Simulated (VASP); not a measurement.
Ta: single point with PBEsol

Ta:

```xyz
1
Lattice="-1.6513 1.6513 1.7173 1.6513 -1.6513 1.7173 1.6513 1.6513 -1.7173" Properties=species:S:1:pos:R:3 pbc="T T T"
Ta    0.0000    0.0000    0.0000
```

This cell differs from its parent crystal: strain +0.000 along x and y, +0.040 along z.

```json
{"Program": "VASP 6.6.1", "Task": "single point", "Functional": "PBEsol", "Potentials or basis": "VASP PAW PBE potentials, release 64 (Ta_pv)", "Cutoff": "520 eV", "k mesh": "20 × 20 × 20", "Occupations": "gaussian, width 0.15 eV", "Spin": "no spin polarisation", "Dipole correction": "no", "Further INCAR settings": "ALGO = Fast; EDIFF = 1e-07; NBANDS = 12"}
```

```json
{
 "Pressure": "-10.6 GPa",
 "Band gap on the k mesh": "zero (an odd number of electrons rules out a gap without spin polarisation)"
}
```

Stress tensor (GPa, compression positive):
```
 -9.32   0.00   0.00
  0.00  -9.32   0.00
  0.00   0.00 -13.27
```

Levels at points of the mesh, in eV from the Fermi level:
```csv
k point,band 2,band 3,band 4,band 5,band 6,band 7,band 8,band 9,band 10,band 11
"(0.00, 0.00, 0.00)",-33.18,-33.18,-7.78,0.58,0.58,1.04,3.52,4.14,14.42,15.10
"(0.50, 0.00, 0.00)",-33.51,-33.18,-4.23,-1.27,1.36,3.40,4.68,7.37,11.00,11.86
"(0.50, 0.50, 0.00)",-33.55,-33.21,-4.20,-1.75,1.63,4.12,4.91,7.49,11.24,11.64
"(0.50, 0.50, 0.50)",-33.88,-33.88,-3.64,-3.53,6.42,6.58,6.58,7.66,8.65,8.65
```

Wall time 3.2 min on 1 thread of Intel Xeon 8259CL (shared host), peak memory 0.26 GiB.

Caveat: the cell differs from its parent crystal (strain +0.000 along x and y, +0.040 along z); the cell stands under tension; the PAW data sets were made with another functional, which shifts forces and pressure a little; spin-orbit coupling is left out, which moves the levels of the heavy elements.
